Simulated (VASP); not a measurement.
# Se (P3_121) in VASP: further runs, part 2 of 2

VASP 6.6.1. The steps go on from the part before.

### Step 4. Electric field gradients, PBE (27.53 Å³/atom)

This run uses another cell than the first one, of 27.53 Å³/atom.

Input file INCAR:

```
ALGO = Normal
EDIFF = 1E-8
ENCUT = 520
GGA = PE
ISIF = 2
ISMEAR = -1
LASPH = True
LCHARG = False
LEFG = True
LREAL = False
LWAVE = False
NBANDS = 16
NELM = 100
PREC = Accurate
SIGMA = 0.03
```

Input file KPOINTS:

```
k-points
0
Gamma
  6 6 5
```

Input file POSCAR:

```
Se
1.0
    4.3807057031      0.0000000000      0.0000000000
   -2.1903528516      3.7938024255      0.0000000000
    0.0000000000      0.0000000000      4.9700572638
Se
3
Direct
    0.2254000000      0.0000000000      0.3333333333
    0.0000000000      0.2254000000      0.6666666667
    0.7746000000      0.7746000000      0.0000000000
```

Potentials or basis: VASP PAW PBE potentials, release 64 (Se).

The run is started by

```bash
cat potpaw_PBE.64/Se/POTCAR > POTCAR
mpirun -np 1 vasp_std > vasp.out
```

OUTCAR:

```text
EDIFF = 1E-8
   ENCUT = 520
   GGA = PE
   ISIF = 2
   ISMEAR = -1
   LASPH = True
   LREAL = False
   NELM = 100
   PREC = Accurate

 ion  position               nearest neighbor table
   1  0.225  0.000  0.333-   3 2.38   2 2.38
   2  0.000  0.225  0.667-   3 2.38   1 2.38
   3  0.775  0.775  0.000-   1 2.38   2 2.38

  LATTYP: Found a hexagonal cell.
 ALAT       =     4.3807057031
 C/A-ratio  =     1.1345334749

  Lattice vectors:

 A1 = (   4.3807057031,   0.0000000000,   0.0000000000)
 A2 = (  -2.1903528516,   3.7938024255,   0.0000000000)
 A3 = (   0.0000000000,   0.0000000000,   4.9700572638)

Analysis of symmetry for initial positions (statically):
=====================================================================
 Subroutine PRICEL returns:
 Original cell was already a primitive cell.

 Routine SETGRP: Setting up the symmetry group for a
 hexagonal supercell.

 Subroutine GETGRP returns: Found  6 space group operations
 (whereof  2 operations were pure point group operations)
 out of a pool of 24 trial point group operations.

The static configuration has the point symmetry C_2 .
 The point group associated with its full space group is D_3 .

Analysis of symmetry for dynamics (positions and initial velocities):
=====================================================================
 Subroutine PRICEL returns:
 Original cell was already a primitive cell.

 Routine SETGRP: Setting up the symmetry group for a
 hexagonal supercell.

 Subroutine GETGRP returns: Found  6 space group operations
 (whereof  2 operations were pure point group operations)
 out of a pool of 24 trial point group operations.

The dynamic configuration has the point symmetry C_2 .
 The point group associated with its full space group is D_3 .

 Subroutine INISYM returns: Found  6 space group operations
 (whereof  2 operations are pure point group operations),
 and found     1 'primitive' translations

----------------------------------------------------------------------------------------

                                     Primitive cell

  volume of cell :      82.6000

  direct lattice vectors                    reciprocal lattice vectors
     4.380705703  0.000000000  0.000000000     0.228273723  0.131793895  0.000000000
    -2.190352852  3.793802426  0.000000000     0.000000000  0.263587791  0.000000000
     0.000000000  0.000000000  4.970057264     0.000000000  0.000000000  0.201204925

  length of vectors
     4.380705703  4.380705703  4.970057264     0.263587791  0.263587791  0.201204925

  position of ions in fractional coordinates (direct lattice)
     0.225400000  0.000000000  0.333333333
     0.000000000  0.225400000  0.666666667
     0.774600000  0.774600000  0.000000000

  ion indices of the primitive-cell ions
   primitive index   ion index
                 1           1
                 2           2
                 3           3

----------------------------------------------------------------------------------------
[... 83 lines left out ...]
   EMIN   =  10.00;   EMAX   =-10.00  energy-range for DOS
   EFERMI =   0.00;   METHOD = LEGACY
   ISMEAR =    -1;   SIGMA  =   0.03  broadening in eV -4-tet -1-fermi 0-gaus
   EFERMI_NEDOS =   21; number of points for ismear=-14 and -15
   IALGO  =     38    algorithm
   IMIX   =      4    mixing-type and parameters
     AMIX     =   0.40;   BMIX     =  1.00
     AMIX_MAG =   1.60;   BMIX_MAG =  1.00
  volume/ion in A,a.u.               =      27.53       185.80
  Fermi-wavevector in a.u.,A,eV,Ry     =   0.985157  1.861677 13.204931  0.970535
  Thomas-Fermi vector in A             =   2.116444
   LORBIT       =      0    0 simple, 1 ext, 2 COOP (PROOUT), +10 PAW based schemes
   GGA     = PE    functional components
   LHFCALC =     F    Hartree Fock is set to
   AEXX    =    0.0000 exact exchange contribution
   IVDW    =     0    specifies the selected vdW correction
   LEPSILON=     F    determine dielectric tensor
   LRPA    =     F    only Hartree local field effects (RPA)
 non-spin polarized calculation
  energy-cutoff  :      520.00
  volume of cell :       82.60
 maximum number of plane-waves:      2245
 NGX is ok and might be reduce to    36
   NGX = 17   NGY = 17   NGZ = 19

 number of electron      18.0000000 magnetization

 Free energy of the ion-electron system (eV)
  ---------------------------------------------------
  ext. energy  EPLUGINS =         0.00000000
  ---------------------------------------------------
  free energy    TOTEN  =       -10.48312698 eV

  energy without entropy =      -10.48312698  energy(sigma->0) =      -10.48312698

 E-fermi :   3.1237     XC(G=0):  -8.7992

 val. band max:        2.4709915778   @ k =  -0.1667   0.5000   0.4000
 cond. band min:       3.7875290145   @ k =   0.0000   0.0000   0.4000
 fundamental gap:      1.3165374367
 Fermi energy:         3.1237036576

 k-point     1 :       0.0000    0.0000    0.0000
  band No.  band energies     occupation
      1     -13.1933      2.00000
      2      -9.1272      2.00000
      3      -9.1272      2.00000
      4      -1.2311      2.00000
      5      -1.2311      2.00000
      6      -1.1354      2.00000
[... 433 lines left out ...]
      3      -7.6517      2.00000
      4      -2.7051      2.00000
      5      -1.8257      2.00000
      6      -1.2362      2.00000
[... 8 lines left out ...]
     15      10.5389      0.00000
     16      10.9217      0.00000

 [... further k-points ...]

------------------------ aborting loop because EDIFF is reached ----------------------------------------

  FORCE on cell =-STRESS in cart. coord.  units (eV):
  Direction    XX          YY          ZZ          XY          YZ          ZX
  --------------------------------------------------------------------------------------
  -------------------------------------------------------------------------------------
  Total        0.9357881      0.9357881      1.6935665     -0.0000000      0.0000000      0.0000000
  in kB       18.1513076     18.1513076     32.8497952     -0.0000000      0.0000000      0.0000000
  external PRESSURE =      23.0508034 kB  Pullay stress =       0.0000000 kB

 VOLUME and BASIS-vectors are now :
 -----------------------------------------------------------------------------
  energy-cutoff  :      520.00
  volume of cell :       82.60
      direct lattice vectors                 reciprocal lattice vectors
     4.380705703  0.000000000  0.000000000     0.228273723  0.131793895  0.000000000
    -2.190352852  3.793802426  0.000000000     0.000000000  0.263587791  0.000000000
     0.000000000  0.000000000  4.970057264     0.000000000  0.000000000  0.201204925

 POSITION                                       TOTAL-FORCE (eV/Angst)
 -----------------------------------------------------------------------------------
      0.98741      0.00000      1.65669         0.327503      0.000000     -0.000000
     -0.49371      0.85512      3.31337        -0.163751      0.283626      0.000000
      1.69665      2.93868      0.00000        -0.163751     -0.283626      0.000000
 -----------------------------------------------------------------------------------
    total drift:                                0.000000      0.000000     -0.000000

  FREE ENERGIE OF THE ION-ELECTRON SYSTEM (eV)
  ---------------------------------------------------
  free  energy   TOTEN  =       -10.4831269769 eV

  energy  without entropy=      -10.4831269769  energy(sigma->0) =      -10.48312698

 Electric field gradients (V/A^2)
---------------------------------------------------------------------
 ion       V_xx      V_yy      V_zz      V_xy      V_xz      V_yz
---------------------------------------------------------------------
   1     168.919  -342.776   173.857    -0.000    -0.000   332.417
   2    -214.852    40.995   173.857  -221.571  -287.882  -166.209
   3    -214.852    40.996   173.857   221.570   287.882  -166.209
---------------------------------------------------------------------

 Electric field gradients after diagonalization (V/A^2)
 (convention: |V_zz| > |V_xx| > |V_yy|)
----------------------------------------------------------------------
 ion       V_xx      V_yy      V_zz     asymmetry (V_yy - V_xx)/ V_zz
----------------------------------------------------------------------
   1     336.526   168.919  -505.445       0.332
   2     336.526   168.919  -505.445       0.332
   3     336.526   168.919  -505.445       0.332
----------------------------------------------------------------------

           NMR quadrupolar parameters

 Cq : quadrupolar parameter    Cq=e*Q*V_zz/h
 eta: asymmetry parameters     (V_yy - V_xx)/ V_zz
 Q  : nuclear electric quadrupole moment in mb (millibarn)
----------------------------------------------------------------------
 ion       Cq(MHz)       eta       Q (mb)
----------------------------------------------------------------------
   1      -1.222       0.332       1.000
   2      -1.222       0.332       1.000
   3      -1.222       0.332       1.000
----------------------------------------------------------------------
```

OSZICAR:

```text
N       E                     dE             d eps       ncg     rms          rms(c)
DAV:   1     0.809954633868E+02    0.80995E+02   -0.71913E+03   864   0.929E+02
DAV:   2    -0.530461367666E+01   -0.86300E+02   -0.81509E+02  1160   0.155E+02
DAV:   3    -0.105244146914E+02   -0.52198E+01   -0.52000E+01  1032   0.432E+01
DAV:   4    -0.105620262782E+02   -0.37612E-01   -0.37601E-01  1160   0.431E+00
DAV:   5    -0.105622985743E+02   -0.27230E-03   -0.27229E-03  1064   0.362E-01    0.691E+00
DAV:   6    -0.105037061684E+02    0.58592E-01   -0.34878E-02  1056   0.117E+00    0.427E+00
DAV:   7    -0.104836079068E+02    0.20098E-01   -0.72112E-02  1032   0.165E+00    0.199E-01
DAV:   8    -0.104829695512E+02    0.63836E-03   -0.86315E-03   984   0.567E-01    0.999E-02
DAV:   9    -0.104830792981E+02   -0.10975E-03   -0.28187E-04  1216   0.108E-01    0.334E-02
DAV:  10    -0.104831238662E+02   -0.44568E-04   -0.51022E-05  1040   0.479E-02    0.689E-03
DAV:  11    -0.104831270899E+02   -0.32236E-05   -0.79322E-06  1168   0.169E-02    0.374E-03
DAV:  12    -0.104831269970E+02    0.92917E-07   -0.17054E-06  1096   0.826E-03    0.165E-03
DAV:  13    -0.104831269780E+02    0.18974E-07   -0.26992E-07  1120   0.296E-03    0.467E-04
DAV:  14    -0.104831269769E+02    0.10780E-08   -0.24218E-08  1040   0.955E-04
   1 F= -.10483127E+02 E0= -.10483127E+02  d E =-.402451E-10
```

Wall time 18 s (1 thread of Intel Xeon 6975P-C (Granite Rapids), shared host); peak memory 0.21 GiB.

Results:

| Property | Result |
| --- | --- |
| Free energy | -10.4831 eV |
| Pressure | 2.3 GPa |
| Largest force | 0.328 eV/Å |
| Band gap on the k mesh | 1.32 eV (least direct gap 1.49 eV) |
| Largest electric field gradient by atom | Se -505.4 V/Å² |

Forces in eV/Å, atoms in the order of the input:
```
Se   0.328  0.000  0.000
Se  -0.164  0.284  0.000
Se  -0.164 -0.284  0.000
```

Levels at points of the mesh, in eV from the valence-band top:
```
           k point  band 6  band 7  band 8  band 9  band 10  band 11  band 12  band 13
(0.00, 0.00, 0.00)   -3.61   -1.91   -1.91   -0.30     1.97     1.97     2.27     6.25
(0.50, 0.00, 0.00)   -3.30   -2.76   -1.65   -0.88     2.03     2.42     4.17     5.41
```

Electric field gradients, principal values (V/Å²):
| atom | least | middle | greatest (by size) |
| --- | --- | --- | --- |
| 1 Se | 168.919 | 336.526 | -505.445 |
| 2 Se | 168.919 | 336.526 | -505.445 |
| 3 Se | 168.919 | 336.526 | -505.445 |

Caveat: without QUAD_EFG the Cq values of the log hold for a quadrupole moment of 1 mb, not for the nuclei. A k mesh can miss the band edges.

### Step 5. Electric field gradients, PBE (28.35 Å³/atom)

This run uses another cell than the first one, of 28.35 Å³/atom.

Input file INCAR:

```
SYSTEM = Se
PREC     = Accurate       ! precision mode
ENCUT    = 520            ! plane-wave cutoff, eV
EDIFF    = 1E-8           ! SCF threshold, eV
ISMEAR   = -1             ! smearing method
SIGMA    = 0.03           ! smearing width, eV
LREAL    = .False.        ! projectors in reciprocal space
LASPH    = .True.         ! aspherical terms in the spheres
NELM     = 80             ! most SCF steps
ALGO     = Normal         ! electronic algorithm
ISIF     = 2              ! what is computed and relaxed
LWAVE    = .False.        ! write WAVECAR
LCHARG   = .False.        ! write CHGCAR
GGA      = PE             ! functional
LEFG     = .True.       
NBANDS   = 16             ! bands
```

Input file KPOINTS:

```
Automatic mesh
0
Gamma
  6 6 5
  0 0 0
```

Input file POSCAR:

```
Se
1.0
    4.4236565372      0.0000000000      0.0000000000
   -2.2118282686      3.8309989389      0.0000000000
    0.0000000000      0.0000000000      5.0187864228
Se
3
Direct
    0.2254000000      0.0000000000      0.3333333333
    0.0000000000      0.2254000000      0.6666666667
    0.7746000000      0.7746000000      0.0000000000
```

Potentials or basis: VASP PAW PBE potentials, release 64 (Se).

The run is started by

```bash
cat potpaw_PBE.64/Se/POTCAR > POTCAR
mpirun -np 1 vasp_std > vasp.out
```

OUTCAR:

```text
SYSTEM = Se
   PREC = Accurate
   ENCUT = 520
   EDIFF = 1E-8
   ISMEAR = -1
   LREAL = .False.
   LASPH = .True.
   NELM = 80
   ISIF = 2
   GGA = PE

 ion  position               nearest neighbor table
   1  0.225  0.000  0.333-   3 2.40   2 2.40
   2  0.000  0.225  0.667-   3 2.40   1 2.40
   3  0.775  0.775  0.000-   1 2.40   2 2.40

  LATTYP: Found a hexagonal cell.
 ALAT       =     4.4236565372
 C/A-ratio  =     1.1345334749

  Lattice vectors:

 A1 = (   4.4236565372,   0.0000000000,   0.0000000000)
[... 676 lines left out ...]

  energy  without entropy=      -10.5055266241  energy(sigma->0) =      -10.50552662

 Electric field gradients (V/A^2)
---------------------------------------------------------------------
 ion       V_xx      V_yy      V_zz      V_xy      V_xz      V_yz
---------------------------------------------------------------------
   1     174.614  -348.656   174.042    -0.000    -0.000   336.319
   2    -217.838    43.796   174.042  -226.583  -291.261  -168.160
   3    -217.838    43.797   174.041   226.582   291.261  -168.160
---------------------------------------------------------------------

 Electric field gradients after diagonalization (V/A^2)
 (convention: |V_zz| > |V_xx| > |V_yy|)
----------------------------------------------------------------------
 ion       V_xx      V_yy      V_zz     asymmetry (V_yy - V_xx)/ V_zz
----------------------------------------------------------------------
   1     338.620   174.614  -513.234       0.320
   2     338.620   174.614  -513.234       0.320
   3     338.620   174.614  -513.234       0.320
----------------------------------------------------------------------

           NMR quadrupolar parameters

 Cq : quadrupolar parameter    Cq=e*Q*V_zz/h
 eta: asymmetry parameters     (V_yy - V_xx)/ V_zz
 Q  : nuclear electric quadrupole moment in mb (millibarn)
----------------------------------------------------------------------
 ion       Cq(MHz)       eta       Q (mb)
----------------------------------------------------------------------
   1      -1.241       0.320       1.000
   2      -1.241       0.320       1.000
   3      -1.241       0.320       1.000
----------------------------------------------------------------------
```

OSZICAR:

```text
N       E                     dE             d eps       ncg     rms          rms(c)
DAV:   1     0.829763309326E+02    0.82976E+02   -0.71635E+03   864   0.927E+02
DAV:   2    -0.524738123423E+01   -0.88224E+02   -0.83787E+02  1152   0.155E+02
DAV:   3    -0.105485449991E+02   -0.53012E+01   -0.52852E+01  1032   0.433E+01
DAV:   4    -0.105860264799E+02   -0.37481E-01   -0.37475E-01  1216   0.434E+00
DAV:   5    -0.105863014983E+02   -0.27502E-03   -0.27502E-03  1024   0.365E-01    0.657E+00
DAV:   6    -0.105265460660E+02    0.59755E-01   -0.35392E-02  1128   0.118E+00    0.406E+00
DAV:   7    -0.105059660496E+02    0.20580E-01   -0.72738E-02  1016   0.166E+00    0.196E-01
DAV:   8    -0.105053645260E+02    0.60152E-03   -0.88341E-03  1032   0.567E-01    0.970E-02
DAV:   9    -0.105054820162E+02   -0.11749E-03   -0.27398E-04  1240   0.108E-01    0.319E-02
DAV:  10    -0.105055236824E+02   -0.41666E-04   -0.54103E-05  1016   0.490E-02    0.733E-03
DAV:  11    -0.105055267561E+02   -0.30737E-05   -0.82421E-06  1224   0.169E-02    0.370E-03
DAV:  12    -0.105055266520E+02    0.10410E-06   -0.17829E-06  1080   0.836E-03    0.185E-03
DAV:  13    -0.105055266229E+02    0.29064E-07   -0.27696E-07  1184   0.296E-03    0.412E-04
DAV:  14    -0.105055266241E+02   -0.12150E-08   -0.22788E-08  1016   0.920E-04
   1 F= -.10505527E+02 E0= -.10505527E+02  d E =-.331720E-10
```

stdout:

```text
POSCAR found type information on POSCAR Se
 POSCAR found :  1 types and       3 ions
 scaLAPACK will be used
 LDA part: xc-table for (Slater+PW92), standard interpolation
 POSCAR, INCAR and KPOINTS ok, starting setup
 FFT: planning ... GRIDC
 FFT: planning ... GRID_SOFT
 FFT: planning ... GRID
 WAVECAR not read
 entering main loop
ion   1

ion   2
     0.0000499     4.3628443     3.1559400    -2.7816707     5.4662485     2.5188893
     0.0000687     4.3628443     3.1559400    -2.7816707     5.4662485     2.5188893
     0.0000946     4.3628442     3.1559400    -2.7816707     5.4662484     2.5188893
     0.0001302     4.3628441     3.1559399    -2.7816706     5.4662483     2.5188892

     0.0000499   207.5220913   153.9235505  -137.9223711   266.6034099   119.8129353
     0.0000687   207.5170466   153.9198001  -137.9190086   266.5969141   119.8100227
     0.0000946   207.5088681   153.9137201  -137.9135575   266.5863831   119.8053008
     0.0001302   207.4956753   153.9039123  -137.9047646   266.5693957   119.7976840

ion   3
     0.0000499    -4.3628443     3.1559400    -2.7816707    -5.4662485     2.5188893
     0.0000687    -4.3628443     3.1559400    -2.7816707    -5.4662485     2.5188893
     0.0000946    -4.3628442     3.1559400    -2.7816707    -5.4662484     2.5188893
     0.0001302    -4.3628441     3.1559399    -2.7816706    -5.4662483     2.5188892

     0.0000499  -207.5220913   153.9235505  -137.9223711  -266.6034099   119.8129353
     0.0000687  -207.5170466   153.9198001  -137.9190086  -266.5969141   119.8100227
     0.0000946  -207.5088681   153.9137201  -137.9135575  -266.5863831   119.8053008
     0.0001302  -207.4956753   153.9039123  -137.9047646  -266.5693957   119.7976840
```

Run time: 18 s. Hardware: 1 thread of Intel Xeon 6975P-C (Granite Rapids), shared host; peak memory 0.21 GiB.

What came out:

```yaml
Free_energy: -10.5055 eV
Pressure: 0.7 GPa
Largest_force: 0.036 eV/Å
Band_gap_on_the_k_mesh: 1.33 eV (least direct gap 1.44 eV)
Largest_electric_field_gradient_by_atom: Se -513.2 V/Å²
```

Forces on the atoms (eV/Å):
```
Se   0.036  0.000  0.000
Se  -0.018  0.031  0.000
Se  -0.018 -0.031  0.000
```

Stress tensor (GPa, compression positive):
```
0.48 0.00 0.00
0.00 0.48 0.00
0.00 0.00 1.02
```

Electric field gradients, principal values (V/Å²):
```csv
atom,least,middle,greatest (by size)
1 Se,174.614,338.620,-513.234
2 Se,174.614,338.620,-513.234
3 Se,174.614,338.620,-513.234
```

Caveat: without QUAD_EFG the Cq values of the log hold for a quadrupole moment of 1 mb, not for the nuclei. A k mesh can miss the band edges.

### Step 6. Summary

```tsv
cell	gap on the mesh (eV)	pressure (GPa)	largest force (eV/Å)
a = 4.277, b = 4.277, c = 4.852 Å, angles 90.0, 90.0, 120.0°, 3 atoms	1.27	7.3	1.14
a = 4.337, b = 4.337, c = 4.920 Å, angles 90.0, 90.0, 120.0°, 3 atoms	1.30	4.2	0.65
a = 4.381, b = 4.381, c = 4.970 Å, angles 90.0, 90.0, 120.0°, 3 atoms	1.32	2.3	0.33
a = 4.424, b = 4.424, c = 5.019 Å, angles 90.0, 90.0, 120.0°, 3 atoms	1.33	0.7	0.04
```

Alike in all rows: task electric field gradients; level PBE; potentials or basis VASP PAW PBE potentials, release 64 (Se); no spin polarisation; k mesh 6 × 6 × 5; cutoff (eV) 520; smearing fermi-dirac 0.03 eV.

Caveats: the cell stands under pressure (at least some runs); forces of over 1 eV/Å act on the atoms, so gaps and moduli don't describe the material at rest (at least some runs).

Total energies depend on the potentials used, so only differences within one code and one set of settings carry meaning.
